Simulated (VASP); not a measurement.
# GaSb (F-43m) in VASP: single point with PBE

Aim: the single point of GaSb with PBE.

Program: VASP 6.6.1. These are calculated values, not measurements. Logs are shortened: lines on timing, memory, paths and dates and some standing lists are left out, and cuts for length are marked.

### 1 The cell of the first run

The structure is cubic, space group F-43m (No. 216). The conventional cell has a = 6.118 Å, b = 6.118 Å, c = 6.118 Å, α = 90.00°, β = 90.00°, γ = 90.00°. Ga (site symmetry -43m) has 4 Sb at 2.65 Å within 3.5 Å. Sb (site symmetry -43m) has 4 Ga at 2.65 Å within 3.5 Å.

### 2 Single point, PBE

Contents of INCAR:

```
ALGO     = Normal         # electronic algorithm
EDIFF    = 1E-6           # SCF threshold, eV
ENCUT    = 500            # plane-wave cutoff, eV
GGA      = PE             # functional
GGA_COMPAT= False        
ISIF     = 2              # what is computed and relaxed
ISMEAR   = -1             # smearing method
LASPH    = True           # aspherical terms in the spheres
LCHARG   = False          # write CHGCAR
LREAL    = False          # projectors in reciprocal space
LWAVE    = False          # write WAVECAR
NBANDS   = 16             # bands
NELM     = 120            # most SCF steps
PREC     = Accurate       # precision mode
SIGMA    = 0.1            # smearing width, eV
```

Contents of KPOINTS:

```
k-points
0
Gamma
  6 6 6
```

Contents of POSCAR:

```
GaSb
1.0
    4.3260790000      0.0000000000      0.0000000000
    2.1630395000      3.7464943128      0.0000000000
    2.1630395000      1.2488314376      3.5322287123
Ga Sb
1 1
Direct
    0.0000000000      0.0000000000      0.0000000000
    0.2500000000      0.2500000000      0.2500000000
```

Potentials or basis: VASP PAW PBE potentials, release 64 (Ga_d, Sb).

Started as:

```sh
$ cat potpaw_PBE.64/Ga_d/POTCAR potpaw_PBE.64/Sb/POTCAR > POTCAR
$ mpirun -np 1 vasp_std > vasp.out
```

OUTCAR:

```text
EDIFF = 1E-6
   ENCUT = 500
   GGA = PE
   ISIF = 2
   ISMEAR = -1
   LASPH = True
   LREAL = False
   NELM = 120
   PREC = Accurate

 ion  position               nearest neighbor table
   1  0.000  0.000  0.000-   2 2.65   2 2.65   2 2.65   2 2.65
   2  0.250  0.250  0.250-   1 2.65   1 2.65   1 2.65   1 2.65

  LATTYP: Found a face centered cubic cell.
 ALAT       =     6.1179995937

  Lattice vectors:

 A1 = (   4.3260790000,   0.0000000000,   0.0000000000)
 A2 = (   2.1630395000,   3.7464943128,   0.0000000000)
 A3 = (   2.1630395000,   1.2488314376,   3.5322287123)

Analysis of symmetry for initial positions (statically):
=====================================================================
 Subroutine PRICEL returns:
 Original cell was already a primitive cell.

 Routine SETGRP: Setting up the symmetry group for a
 face centered cubic supercell.

 Subroutine GETGRP returns: Found 24 space group operations
 (whereof 24 operations were pure point group operations)
 out of a pool of 48 trial point group operations.

The static configuration has the point symmetry T_d .

Analysis of symmetry for dynamics (positions and initial velocities):
=====================================================================
 Subroutine PRICEL returns:
 Original cell was already a primitive cell.

 Routine SETGRP: Setting up the symmetry group for a
 face centered cubic supercell.

 Subroutine GETGRP returns: Found 24 space group operations
 (whereof 24 operations were pure point group operations)
 out of a pool of 48 trial point group operations.

The dynamic configuration has the point symmetry T_d .

 Subroutine INISYM returns: Found 24 space group operations
 (whereof 24 operations are pure point group operations),
 and found     1 'primitive' translations

----------------------------------------------------------------------------------------

                                     Primitive cell

  volume of cell :      57.2491

  direct lattice vectors                    reciprocal lattice vectors
     4.326079000  0.000000000  0.000000000     0.231156204 -0.133458097 -0.094369125
     2.163039500  3.746494313  0.000000000     0.000000000  0.266916193 -0.094369125
     2.163039500  1.248831438  3.532228712     0.000000000  0.000000000  0.283107375

  length of vectors
     4.326079000  4.326079000  4.326079000     0.283107375  0.283107375  0.283107375

  position of ions in fractional coordinates (direct lattice)
     0.000000000  0.000000000  0.000000000
     0.250000000  0.250000000  0.250000000

  ion indices of the primitive-cell ions
   primitive index   ion index
                 1           1
                 2           2

----------------------------------------------------------------------------------------

 KPOINTS: k-points

Automatic generation of k-mesh.
 Grid dimensions read from file:
 generate k-points for:    6    6    6

 Generating k-lattice:

  Cartesian coordinates                     Fractional coordinates (reciprocal lattice)
     0.038526034 -0.022243016 -0.015728188     0.166666667 -0.000000000 -0.000000000
     0.000000000  0.044486032 -0.015728188     0.000000000  0.166666667  0.000000000
     0.000000000  0.000000000  0.047184563     0.000000000  0.000000000  0.166666667

  Length of vectors
     0.047184563  0.047184563  0.047184563

  Shift w.r.t. Gamma in fractional coordinates (k-lattice)
     0.000000000  0.000000000  0.000000000

 Subroutine IBZKPT returns following result:
 ===========================================

 Found     16 irreducible k-points:

 Following reciprocal coordinates:
            Coordinates               Weight
  0.000000  0.000000  0.000000      1.000000
  0.166667 -0.000000  0.000000      8.000000
  0.333333 -0.000000  0.000000      8.000000
  0.500000  0.000000  0.000000      4.000000
  0.166667  0.166667  0.000000      6.000000
  0.333333  0.166667  0.000000     24.000000
[... 8 lines left out ...]
 -0.333333  0.333333  0.166667     24.000000
 -0.333333  0.500000  0.166667     12.000000
   k-points           NKPTS =     16   k-points in BZ     NKDIM =     16   number of bands    NBANDS=     16
   number of dos      NEDOS =    301   number of ions     NIONS =      2
   total plane-waves  NPLWV =  32768
   dimension x,y,z NGX =    32 NGY =   32 NGZ =   32
   dimension x,y,z NGXF=    64 NGYF=   64 NGZF=   64
   ions per type =               1   1
   NGX,Y,Z   is equivalent  to a cutoff of  12.30, 12.30, 12.30 a.u.
   NGXF,Y,Z  is equivalent  to a cutoff of  24.59, 24.59, 24.59 a.u.
 SYSTEM =  unknown system
   PREC   = accura    normal or accurate (medium, high low for compatibility)
   ISTART =      0    job   : 0-new  1-cont  2-samecut
   ICHARG =      2    charge: 1-file 2-atom 10-const
   ISPIN  =      1    spin polarized calculation?
   LNONCOLLINEAR =      F non collinear calculations
   LSORBIT =      F    spin-orbit coupling
   LASPH  =      T    aspherical Exc in radial PAW
   ENCUT  =  500.0 eV  36.75 Ry    6.06 a.u.   7.89  7.89  7.89*2*pi/ulx,y,z
   NELM   =    120;   NELMIN=  2; NELMDL= -5     # of ELM steps
   EDIFF  = 0.1E-05   stopping-criterion for ELM
   LREAL  =      F    real-space projection
   EDIFFG = 0.1E-04   stopping-criterion for IOM
   NSW    =      0    number of steps for IOM
   IBRION =     -1    ionic relax: 0-MD 1-quasi-New 2-CG
   NFREE  =      0    steps in history (QN), initial steepest desc. (CG)
   ISIF   =      2    stress and relaxation
   ISYM   =      2    0-nonsym 1-usesym 2-fastsym
   POTIM  = 0.5000    time-step for ionic-motion
   TEBEG  =    0.0;   TEEND  =   0.0 temperature during run
   PSTRESS=    0.0 pullay stress
   NELECT =      18.0000    total number of electrons
   NUPDOWN=      -1.0000    fix difference up-down
   EMIN   =  10.00;   EMAX   =-10.00  energy-range for DOS
   EFERMI =   0.00;   METHOD = LEGACY
   ISMEAR =    -1;   SIGMA  =   0.10  broadening in eV -4-tet -1-fermi 0-gaus
   EFERMI_NEDOS =   21; number of points for ismear=-14 and -15
   IALGO  =     38    algorithm
   IMIX   =      4    mixing-type and parameters
     AMIX     =   0.40;   BMIX     =  1.00
     AMIX_MAG =   1.60;   BMIX_MAG =  1.00
  volume/ion in A,a.u.               =      28.62       193.17
  Fermi-wavevector in a.u.,A,eV,Ry     =   1.113208  2.103658 16.860768  1.239231
  Thomas-Fermi vector in A             =   2.249790
   LORBIT       =      0    0 simple, 1 ext, 2 COOP (PROOUT), +10 PAW based schemes
   GGA     = PE    functional components
   LHFCALC =     F    Hartree Fock is set to
   AEXX    =    0.0000 exact exchange contribution
   IVDW    =     0    specifies the selected vdW correction
   LEPSILON=     F    determine dielectric tensor
   LRPA    =     F    only Hartree local field effects (RPA)
 non-spin polarized calculation
  energy-cutoff  :      500.00
  volume of cell :       57.25
 maximum number of plane-waves:      1464
   NGX = 15   NGY = 15   NGZ = 15

 number of electron      17.9999986 magnetization

 Free energy of the ion-electron system (eV)
  ---------------------------------------------------
  ext. energy  EPLUGINS =         0.00000000
  ---------------------------------------------------
  free energy    TOTEN  =        -7.32315766 eV

  energy without entropy =       -7.31919805  energy(sigma->0) =       -7.32117786

 E-fermi :   4.9793     XC(G=0):  -9.0841

 val. band max:        4.9126411260   @ k =   0.0000   0.0000   0.0000
 cond. band min:       5.2787664977   @ k =   0.5000   0.0000   0.0000
 fundamental gap:      0.3661253717
 Fermi energy:         4.9793211192

 k-point     1 :       0.0000    0.0000    0.0000
  band No.  band energies     occupation
      1     -10.1624      2.00000
      2     -10.1624      2.00000
      3     -10.1624      2.00000
      4     -10.1129      2.00000
      5     -10.1129      2.00000
      6      -6.5993      2.00000
[... 8 lines left out ...]
     15      13.4659      0.00000
     16      13.4659      0.00000

 k-point     2 :       0.1667   -0.0000    0.0000
  band No.  band energies     occupation
      1     -10.1695      2.00000
      2     -10.1594      2.00000
      3     -10.1594      2.00000
      4     -10.1132      2.00000
      5     -10.1132      2.00000
      6      -6.3174      2.00000
[... 8 lines left out ...]
     15      12.4787      0.00000
     16      12.4787      0.00000

 k-point     3 :       0.3333   -0.0000    0.0000
  band No.  band energies     occupation
      1     -10.1832      2.00000
      2     -10.1540      2.00000
      3     -10.1540      2.00000
      4     -10.1131      2.00000
      5     -10.1131      2.00000
      6      -5.5658      2.00000
[... 8 lines left out ...]
     15      12.9803      0.00000
     16      12.9803      0.00000

 k-point     4 :       0.5000    0.0000    0.0000
  band No.  band energies     occupation
      1     -10.1900      2.00000
      2     -10.1517      2.00000
      3     -10.1517      2.00000
      4     -10.1126      2.00000
      5     -10.1126      2.00000
      6      -4.9741      2.00000
[... 8 lines left out ...]
     15      14.7683      0.00000
     16      14.7683      0.00000
[... 172 lines left out ...]
 k-point    14 :       0.5000    0.3333    0.1667
  band No.  band energies     occupation
      1     -10.1947      2.00000
      2     -10.1479      2.00000
      3     -10.1451      2.00000
      4     -10.1182      2.00000
      5     -10.1115      2.00000
      6      -4.9218      2.00000
[... 8 lines left out ...]
     15      13.9122      0.00000
     16      15.8701      0.00000

 k-point    15 :      -0.3333    0.3333    0.1667
  band No.  band energies     occupation
      1     -10.1978      2.00000
      2     -10.1473      2.00000
      3     -10.1425      2.00000
      4     -10.1175      2.00000
      5     -10.1126      2.00000
      6      -4.3920      2.00000
[... 8 lines left out ...]
     15      15.3123      0.00000
     16      15.5442      0.00000

 k-point    16 :      -0.3333    0.5000    0.1667
  band No.  band energies     occupation
      1     -10.2025      2.00000
      2     -10.1436      2.00000
      3     -10.1392      2.00000
      4     -10.1207      2.00000
      5     -10.1112      2.00000
      6      -4.1096      2.00000
[... 8 lines left out ...]
     15      14.9060      0.00000
     16      16.2397      0.00000

------------------------ aborting loop because EDIFF is reached ----------------------------------------

  FORCE on cell =-STRESS in cart. coord.  units (eV):
  Direction    XX          YY          ZZ          XY          YZ          ZX
  --------------------------------------------------------------------------------------
  -------------------------------------------------------------------------------------
  Total        0.8836499      0.8836499      0.8836499     -0.0000000      0.0000000      0.0000000
  in kB       24.7299073     24.7299073     24.7299073     -0.0000000      0.0000000      0.0000000
  external PRESSURE =      24.7299073 kB  Pullay stress =       0.0000000 kB

 VOLUME and BASIS-vectors are now :
 -----------------------------------------------------------------------------
  energy-cutoff  :      500.00
  volume of cell :       57.25
      direct lattice vectors                 reciprocal lattice vectors
     4.326079000  0.000000000  0.000000000     0.231156204 -0.133458097 -0.094369125
     2.163039500  3.746494313  0.000000000     0.000000000  0.266916193 -0.094369125
     2.163039500  1.248831438  3.532228712     0.000000000  0.000000000  0.283107375

 POSITION                                       TOTAL-FORCE (eV/Angst)
 -----------------------------------------------------------------------------------
      0.00000      0.00000      0.00000         0.000000     -0.000000      0.000000
      2.16304      1.24883      0.88306        -0.000000      0.000000     -0.000000
 -----------------------------------------------------------------------------------
    total drift:                                0.000001      0.000000      0.000000

  FREE ENERGIE OF THE ION-ELECTRON SYSTEM (eV)
  ---------------------------------------------------
  free  energy   TOTEN  =        -7.3231576623 eV

  energy  without entropy=       -7.3191980504  energy(sigma->0) =       -7.32117786
```

Wall time 5.8 s (1 thread of Intel Xeon 6975P-C (Granite Rapids), shared host); peak memory 0.17 GiB.

What came out:

| Item | Value |
| --- | --- |
| Free energy | -7.3232 eV |
| Pressure | 2.5 GPa |

Levels at points of the mesh, in eV from the Fermi level:
```csv
k point,band 7,band 8,band 9,band 10,band 11,band 12
"(0.00, 0.00, 0.00)",-0.10,-0.10,-0.10,-0.07,2.67,2.67
"(0.50, 0.00, 0.00)",-6.47,-1.26,-1.26,0.30,3.64,3.64
"(0.50, 0.50, 0.00)",-6.92,-2.68,-2.68,0.80,1.15,8.58
```

Caveat: spin-orbit coupling is left out, which moves the levels of the heavy elements.
